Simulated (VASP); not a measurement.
# ZnS (P6_3mc) in VASP: a series of runs

ZnS is run at these levels: r2SCAN; tasks: relaxation of cell and atoms, relaxation of the atoms, single point.

Program: VASP 6.6.1. These are calculated values, not measurements. Logs are shortened: lines on timing, memory, paths and dates and some standing lists are left out, and cuts for length are marked.

**1. The cell of the first run**

It takes space group P6_3mc (No. 186, hexagonal). Conventional cell: a = 3.831 Å, b = 3.831 Å, c = 6.285 Å, α = 90.00°, β = 90.00°, γ = 120.00°. Zn (site symmetry 3m) has 4 S at 2.35 Å within 3.1 Å. Within 3.1 Å of S (site symmetry 3m) lie 4 Zn at 2.35 Å.

**2. Relaxation of cell and atoms, r2SCAN, target pressure -2 GPa, at which the enthalpy is minimised**

POSCAR

```
ZnS
1.0
    3.8309470657      0.0000000000      0.0000000000
   -1.9154735328      3.3176974795      0.0000000000
    0.0000000000      0.0000000000      6.2848790686
Zn S
2 2
Direct
    0.3333333333      0.6666666667      0.0003440772
    0.6666666667      0.3333333333      0.5003440772
    0.3333333333      0.6666666667      0.3746559228
    0.6666666667      0.3333333333      0.8746559228
```

INCAR.step1

```
PREC = Accurate
ENCUT = 600
ISMEAR = 0
SIGMA = 0.02
LREAL = F
LASPH = T
NELM = 100
GGA = PE
ALGO = Normal
EDIFF = 1E-4
LWAVE = T
LCHARG = F
```

INCAR.step2

```
PREC = Accurate
ENCUT = 600
EDIFF = 1E-6
ISMEAR = 0
SIGMA = 0.02
LREAL = F
LASPH = T
NELM = 100
ALGO = Normal
ISIF = 3
LWAVE = F
LCHARG = F
METAGGA = R2SCAN
LMIXTAU = T
IBRION = 2
NSW = 70
EDIFFG = -0.008
PSTRESS = -20.0
ISTART = 1
```

KPOINTS

```
Automatic mesh
0
Gamma
  6 6 4
```

Potentials or basis: VASP PAW PBE potentials, release 64 (Zn, S).

Launch:

```console
$ cat potpaw_PBE.64/Zn/POTCAR potpaw_PBE.64/S/POTCAR > POTCAR
$ cp INCAR.step1 INCAR
$ mpirun -np 1 vasp_std > vasp.out
$ cp INCAR.step2 INCAR
$ mpirun -np 1 vasp_std > vasp.out
```

OUTCAR:

```text
PREC = Accurate
   ENCUT = 600
   EDIFF = 1E-6
   ISMEAR = 0
   LREAL = F
   LASPH = T
   NELM = 100
   ISIF = 3
   METAGGA = R2SCAN
   IBRION = 2
   NSW = 70
   EDIFFG = -0.008
   PSTRESS = -20.0
   ISTART = 1

 ion  position               nearest neighbor table
   1  0.333  0.667  0.000-   4 2.35   4 2.35   4 2.35   3 2.35
   2  0.667  0.333  0.500-   3 2.35   3 2.35   3 2.35   4 2.35
   3  0.333  0.667  0.375-   2 2.35   2 2.35   2 2.35   1 2.35
   4  0.667  0.333  0.875-   1 2.35   1 2.35   1 2.35   2 2.35

  LATTYP: Found a hexagonal cell.
 ALAT       =     3.8309470657
 C/A-ratio  =     1.6405549231

  Lattice vectors:

 A1 = (   3.8309470657,   0.0000000000,   0.0000000000)
 A2 = (  -1.9154735328,   3.3176974795,   0.0000000000)
 A3 = (   0.0000000000,   0.0000000000,   6.2848790686)

Analysis of symmetry for initial positions (statically):
=====================================================================
 Subroutine PRICEL returns:
 Original cell was already a primitive cell.

 Routine SETGRP: Setting up the symmetry group for a
 hexagonal supercell.

 Subroutine GETGRP returns: Found 12 space group operations
 (whereof  6 operations were pure point group operations)
 out of a pool of 24 trial point group operations.

The static configuration has the point symmetry C_3v.
 The point group associated with its full space group is C_6v.

Analysis of symmetry for dynamics (positions and initial velocities):
=====================================================================
 Subroutine PRICEL returns:
 Original cell was already a primitive cell.

 Routine SETGRP: Setting up the symmetry group for a
 hexagonal supercell.

 Subroutine GETGRP returns: Found 12 space group operations
 (whereof  6 operations were pure point group operations)
 out of a pool of 24 trial point group operations.

The dynamic configuration has the point symmetry C_3v.
 The point group associated with its full space group is C_6v.

 Subroutine INISYM returns: Found 12 space group operations
 (whereof  6 operations are pure point group operations),
 and found     1 'primitive' translations

----------------------------------------------------------------------------------------

                                     Primitive cell

  volume of cell :      79.8803

  direct lattice vectors                    reciprocal lattice vectors
     3.830947066  0.000000000  0.000000000     0.261032059  0.150706929  0.000000000
    -1.915473533  3.317697480  0.000000000     0.000000000  0.301413859  0.000000000
     0.000000000  0.000000000  6.284879069     0.000000000  0.000000000  0.159112051

  length of vectors
     3.830947066  3.830947066  6.284879069     0.301413859  0.301413859  0.159112051

  position of ions in fractional coordinates (direct lattice)
     0.333333333  0.666666667  0.000344077
     0.666666667  0.333333333  0.500344077
     0.333333333  0.666666667  0.374655923
     0.666666667  0.333333333  0.874655923

  ion indices of the primitive-cell ions
   primitive index   ion index
                 1           1
                 2           2
                 3           3
                 4           4

----------------------------------------------------------------------------------------

 KPOINTS: Automatic mesh

Automatic generation of k-mesh.
 Grid dimensions read from file:
 generate k-points for:    6    6    4

 Generating k-lattice:

  Cartesian coordinates                     Fractional coordinates (reciprocal lattice)
     0.043505343  0.025117822  0.000000000     0.166666667  0.000000000  0.000000000
     0.000000000  0.050235643  0.000000000     0.000000000  0.166666667  0.000000000
     0.000000000  0.000000000  0.039778013     0.000000000  0.000000000  0.250000000

  Length of vectors
     0.050235643  0.050235643  0.039778013

  Shift w.r.t. Gamma in fractional coordinates (k-lattice)
     0.000000000  0.000000000  0.000000000

 Subroutine IBZKPT returns following result:
 ===========================================

 Found     21 irreducible k-points:

 Following reciprocal coordinates:
            Coordinates               Weight
  0.000000  0.000000  0.000000      1.000000
  0.166667 -0.000000  0.000000      6.000000
  0.333333 -0.000000  0.000000      6.000000
  0.500000  0.000000  0.000000      3.000000
  0.166667  0.166667  0.000000      6.000000
  0.333333  0.166667  0.000000     12.000000
[... 13 lines left out ...]
  0.333333  0.166667  0.500000     12.000000
  0.333333  0.333333  0.500000      2.000000
   k-points           NKPTS =     21   k-points in BZ     NKDIM =     21   number of bands    NBANDS=     22
   number of dos      NEDOS =    301   number of ions     NIONS =      4
   total plane-waves  NPLWV =  51200
   dimension x,y,z NGX =    32 NGY =   32 NGZ =   50
   dimension x,y,z NGXF=    64 NGYF=   64 NGZF=  100
   ions per type =               2   2
   NGX,Y,Z   is equivalent  to a cutoff of  13.89, 13.89, 13.23 a.u.
   NGXF,Y,Z  is equivalent  to a cutoff of  27.77, 27.77, 26.45 a.u.
 SYSTEM =  unknown system
   PREC   = accura    normal or accurate (medium, high low for compatibility)
   ISTART =      1    job   : 0-new  1-cont  2-samecut
   ICHARG =      0    charge: 1-file 2-atom 10-const
   ISPIN  =      1    spin polarized calculation?
   LNONCOLLINEAR =      F non collinear calculations
   LSORBIT =      F    spin-orbit coupling
   LASPH  =      T    aspherical Exc in radial PAW
   ENCUT  =  600.0 eV  44.10 Ry    6.64 a.u.   7.65  7.65 12.55*2*pi/ulx,y,z
   NELM   =    100;   NELMIN=  2; NELMDL=  0     # of ELM steps
   EDIFF  = 0.1E-05   stopping-criterion for ELM
   LREAL  =      F    real-space projection
   EDIFFG = -.8E-02   stopping-criterion for IOM
   NSW    =     70    number of steps for IOM
   IBRION =      2    ionic relax: 0-MD 1-quasi-New 2-CG
   NFREE  =      1    steps in history (QN), initial steepest desc. (CG)
   ISIF   =      3    stress and relaxation
   ISYM   =      2    0-nonsym 1-usesym 2-fastsym
   POTIM  = 0.5000    time-step for ionic-motion
   TEBEG  =    0.0;   TEEND  =   0.0 temperature during run
   PSTRESS=  -20.0 pullay stress
   NELECT =      36.0000    total number of electrons
   NUPDOWN=      -1.0000    fix difference up-down
   EMIN   =  10.00;   EMAX   =-10.00  energy-range for DOS
   EFERMI =   0.00;   METHOD = LEGACY
   ISMEAR =     0;   SIGMA  =   0.02  broadening in eV -4-tet -1-fermi 0-gaus
   EFERMI_NEDOS =   21; number of points for ismear=-14 and -15
   IALGO  =     38    algorithm
   IMIX   =      4    mixing-type and parameters
     AMIX     =   0.40;   BMIX     =  1.00
     AMIX_MAG =   1.60;   BMIX_MAG =  1.00
  volume/ion in A,a.u.               =      19.97       134.76
  Fermi-wavevector in a.u.,A,eV,Ry     =   1.255150  2.371890 21.434647  1.575402
  Thomas-Fermi vector in A             =   2.388921
   LORBIT       =      0    0 simple, 1 ext, 2 COOP (PROOUT), +10 PAW based schemes
   METAGGA = R2SCAN    functional components
   LHFCALC =     F    Hartree Fock is set to
   AEXX    =    0.0000 exact exchange contribution
   IVDW    =     0    specifies the selected vdW correction
   LEPSILON=     F    determine dielectric tensor
   LRPA    =     F    only Hartree local field effects (RPA)
 conjugate gradient relaxation of ions
 non-spin polarized calculation
 Gauss-broadening in eV      SIGMA  =   0.02
  energy-cutoff  :      600.00
  volume of cell :       79.88
 maximum number of plane-waves:      2702
 NGX is ok and might be reduce to    32
   NGX = 15   NGY = 15   NGZ = 25

--------------------------------------- Ionic step        1  -------------------------------------------

 number of electron      36.0000012 magnetization

 Free energy of the ion-electron system (eV)
  ---------------------------------------------------
  ext. energy  EPLUGINS =         0.00000000
  ---------------------------------------------------
  free energy    TOTEN  =       -37.71579773 eV

  energy without entropy =      -37.71579773  energy(sigma->0) =      -37.71579773

------------------------ aborting loop because EDIFF is reached ----------------------------------------

  FORCE on cell =-STRESS in cart. coord.  units (eV):
  Direction    XX          YY          ZZ          XY          YZ          ZX
  --------------------------------------------------------------------------------------
  -------------------------------------------------------------------------------------
  Total       -0.7325247     -0.7325247     -0.7296477     -0.0000000      0.0000000      0.0000000
  in kB      -14.6924091    -14.6924091    -14.6347038     -0.0000000      0.0000000      0.0000000
  external PRESSURE =       5.3268260 kB  Pullay stress =     -20.0000000 kB

 VOLUME and BASIS-vectors are now :
 -----------------------------------------------------------------------------
  energy-cutoff  :      600.00
  volume of cell :       79.88
      direct lattice vectors                 reciprocal lattice vectors
     3.830947066  0.000000000  0.000000000     0.261032059  0.150706929  0.000000000
    -1.915473533  3.317697480  0.000000000     0.000000000  0.301413859  0.000000000
     0.000000000  0.000000000  6.284879069     0.000000000  0.000000000  0.159112051

 POSITION                                       TOTAL-FORCE (eV/Angst)
 -----------------------------------------------------------------------------------
     -0.00000      2.21180      0.00216        -0.000000      0.000000      0.010330
      1.91547      1.10590      3.14460         0.000000     -0.000000      0.010330
     -0.00000      2.21180      2.35467         0.000000      0.000000     -0.010330
      1.91547      1.10590      5.49711         0.000000      0.000000     -0.010330
 -----------------------------------------------------------------------------------
    total drift:                               -0.000000     -0.000000      0.046664

  FREE ENERGIE OF THE ION-ELECTRON SYSTEM (eV)
  ---------------------------------------------------
  free  energy   TOTEN  =       -37.7157977325 eV
[... 68 lines left out ...]
 POSITION                                       TOTAL-FORCE (eV/Angst)
 -----------------------------------------------------------------------------------
     -0.00000      2.21630      0.00249         0.000000     -0.000000      0.007006
      1.91938      1.10815      3.15140        -0.000000      0.000000      0.007006
     -0.00000      2.21630      2.35920        -0.000000      0.000000     -0.007006
      1.91938      1.10815      5.50811         0.000000     -0.000000     -0.007006
 -----------------------------------------------------------------------------------
    total drift:                               -0.000000     -0.000000      0.052665

  FREE ENERGIE OF THE ION-ELECTRON SYSTEM (eV)
  ---------------------------------------------------
  free  energy   TOTEN  =       -37.7104116712 eV

  energy  without entropy=      -37.7104116712  energy(sigma->0) =      -37.71041167

  enthalpy is  TOTEN    =       -38.7136882409 eV   P V=       -1.0032765697

--------------------------------------- Ionic step        4  -------------------------------------------

 number of electron      36.0000007 magnetization

 Free energy of the ion-electron system (eV)
  ---------------------------------------------------
  ext. energy  EPLUGINS =         0.00000000
  ---------------------------------------------------
  free energy    TOTEN  =       -37.70890473 eV

  energy without entropy =      -37.70890473  energy(sigma->0) =      -37.70890473

 E-fermi :   1.8017     XC(G=0): -10.1765

 val. band max:        1.6671914830   @ k =   0.0000   0.0000   0.0000
 cond. band min:       4.3249749987   @ k =   0.0000   0.0000   0.0000
 fundamental gap:      2.6577835157
 Fermi energy:         1.8016837382

 k-point     1 :       0.0000    0.0000    0.0000
  band No.  band energies     occupation
      1     -11.8923      2.00000
      2     -10.9813      2.00000
      3      -4.7647      2.00000
      4      -4.7499      2.00000
      5      -4.7498      2.00000
      6      -4.6634      2.00000
[... 14 lines left out ...]
     21       8.4856      0.00000
     22       8.4857      0.00000

 k-point     2 :       0.1667   -0.0000    0.0000
  band No.  band energies     occupation
      1     -11.7129      2.00000
      2     -10.8846      2.00000
      3      -4.7567      2.00000
      4      -4.7267      2.00000
      5      -4.7155      2.00000
      6      -4.6365      2.00000
[... 502 lines left out ...]
 VOLUME and BASIS-vectors are now :
 -----------------------------------------------------------------------------
  energy-cutoff  :      600.00
  volume of cell :       80.49
      direct lattice vectors                 reciprocal lattice vectors
     3.840648287 -0.000000000  0.000000000     0.260372709  0.150326254  0.000000000
    -1.920324144  3.326098984  0.000000000     0.000000000  0.300652508  0.000000000
     0.000000000  0.000000000  6.300967491     0.000000000  0.000000000  0.158705786

 POSITION                                       TOTAL-FORCE (eV/Angst)
 -----------------------------------------------------------------------------------
     -0.00000      2.21740      0.00256        -0.000000     -0.000000      0.006075
      1.92032      1.10870      3.15305         0.000000      0.000000      0.006075
     -0.00000      2.21740      2.36030         0.000000      0.000000     -0.006075
      1.92032      1.10870      5.51078         0.000000     -0.000000     -0.006075
 -----------------------------------------------------------------------------------
    total drift:                               -0.000000     -0.000000      0.054137

  FREE ENERGIE OF THE ION-ELECTRON SYSTEM (eV)
  ---------------------------------------------------
  free  energy   TOTEN  =       -37.7089047336 eV

  energy  without entropy=      -37.7089047336  energy(sigma->0) =      -37.70890473

  enthalpy is  TOTEN    =       -38.7136740395 eV   P V=       -1.0047693059

 reached required accuracy - stopping structural energy minimisation
```

Wall time 11 min (1 thread of Intel Xeon 8259CL, shared host); peak memory 0.26 GiB.

Results:

| Item | Value |
| --- | --- |
| Free energy | -37.7089 eV |
| Relaxed volume | 20.12 Å³/atom |
| Relaxed cell | a = 3.841 Å, b = 3.841 Å, c = 6.301 Å, α = 90.00°, β = 90.00°, γ = 120.00° |
| Space group after relaxing (to 0.1 Å) | P6_3mc (No. 186) |
| Energy change on relaxing (the run minimises the enthalpy) | +1.7 meV/atom |
| Ionic steps | 4 |
| Pressure after relaxing | -2.0 GPa |
| Largest force after relaxing | 0.006 eV/Å |
| Band gap on the k mesh | 2.66 eV |

Forces on the atoms (eV/Å):
```
Zn   0.000  0.000  0.006
Zn   0.000  0.000  0.006
S    0.000  0.000 -0.006
S    0.000  0.000 -0.006
```

The path:
```csv
step,energy change (eV),largest force (eV/Å),pressure (GPa),volume (Å³)
1,0.0000,0.0103,-1.47,79.88
2,0.0090,0.0049,-2.16,80.65
3,0.0054,0.0070,-1.88,80.37
4,0.0069,0.0061,-1.97,80.49
```

Final structure:
```
Zn S
1.0
     3.84065    0.00000    0.00000
    -1.92032    3.32610    0.00000
     0.00000    0.00000    6.30097
Zn S
2 2
Direct
  0.33333 0.66667 0.00041
  0.66667 0.33333 0.50041
  0.33333 0.66667 0.37459
  0.66667 0.33333 0.87459
```

Caveat: the cell is relaxed towards a set pressure, so the run minimises the enthalpy, not the energy; the PAW data sets were made with another functional, which shifts forces and pressure a little.

**3. Relaxation of the atoms, r2SCAN (strain along c alone, the other axes held: -3.0 %)**

POSCAR

```
ZnS
1.0
    3.8065185602      0.0000000000      0.0000000000
   -1.9032592801      3.2965417732      0.0000000000
    0.0000000000      0.0000000000      6.0574587974
Zn S
2 2
Direct
    0.3333333333      0.6666666667     -0.0015153939
    0.6666666667      0.3333333333      0.4984846061
    0.3333333333      0.6666666667      0.3765153939
    0.6666666667      0.3333333333      0.8765153939
```

INCAR.step1

```
ALGO = Normal
EDIFF = 1E-4
ENCUT = 520
GGA = PE
ISMEAR = 0
LASPH = T
LCHARG = F
LREAL = F
LWAVE = T
NELM = 80
PREC = Accurate
SIGMA = 0.02
```

INCAR.step2

```
ALGO = Normal
EDIFF = 1E-6
EDIFFG = -0.008
ENCUT = 520
IBRION = 2
ISIF = 2
ISMEAR = 0
ISTART = 1
LASPH = T
LCHARG = F
LMIXTAU = T
LREAL = F
LWAVE = F
METAGGA = R2SCAN
NELM = 80
NSW = 60
PREC = Accurate
SIGMA = 0.02
```

KPOINTS

```
k-points
0
Gamma
  6 6 4
```

Potentials or basis: VASP PAW PBE potentials, release 64 (Zn, S).

Launch:

```console
$ cat potpaw_PBE.64/Zn/POTCAR potpaw_PBE.64/S/POTCAR > POTCAR
$ cp INCAR.step1 INCAR
$ mpirun -np 1 vasp_std > vasp.out
$ cp INCAR.step2 INCAR
$ mpirun -np 1 vasp_std > vasp.out
```

Run time: 2.6 min. Hardware: 1 thread of Intel Xeon 6975P-C (Granite Rapids), shared host; peak memory 0.2 GiB.

The run converged. Its results:

- Free energy: -37.6861 eV
- Energy gained by relaxing: 0.3 meV/atom
- Ionic steps: 3
- Pressure after relaxing: 2.6 GPa
- Largest force after relaxing: 0.008 eV/Å
- Band gap on the k mesh: 2.95 eV

Forces on the atoms (eV/Å):
```
Zn   0.000  0.000  0.008
Zn   0.000  0.000  0.008
S    0.000  0.000 -0.008
S    0.000  0.000 -0.008
```

Stress tensor (GPa, compression positive):
```
1.62 0.00 0.00
0.00 1.62 0.00
0.00 0.00 4.68
```

Step by step:
```csv
step,energy change (eV),largest force (eV/Å),pressure (GPa)
1,0.0000,0.0909,2.69
2,-0.0011,0.0369,2.65
3,-0.0013,0.0079,2.64
```

Final structure:
```yaml
crystal:
  lattice:
    - [3.80652, 0.00000, 0.00000]
    - [-1.90326, 3.29654, 0.00000]
    - [0.00000, 0.00000, 6.05746]
  atoms:
    - { symbol: Zn, position: [0.33333, 0.66667, 0.99716] }
    - { symbol: Zn, position: [0.66667, 0.33333, 0.49716] }
    - { symbol: S, position: [0.33333, 0.66667, 0.37784] }
    - { symbol: S, position: [0.66667, 0.33333, 0.87784] }
```

Levels at points of the mesh, in eV from the valence-band top:
```csv
k point,band 14,band 15,band 16,band 17,band 18,band 19,band 20,band 21,band 22
"(0.00, 0.00, 0.00)",-1.09,-1.09,-0.06,-0.06,0.00,2.95,3.36,6.61,6.61
"(0.50, 0.00, 0.00)",-4.30,-3.48,-2.55,-1.77,-1.01,3.83,4.89,5.57,7.37
"(0.00, 0.00, 0.50)",-2.84,-0.60,-0.60,-0.60,-0.60,4.02,4.02,7.07,7.07
"(0.50, 0.00, 0.50)",-5.13,-1.84,-1.84,-1.63,-1.63,4.02,4.02,5.64,5.64
```

Caveat: the cell differs from its parent crystal (strain along c alone, the other axes held: -3.0 %); the PAW data sets were made with another functional, which shifts forces and pressure a little.

(Part 1 of 2 ends here.)
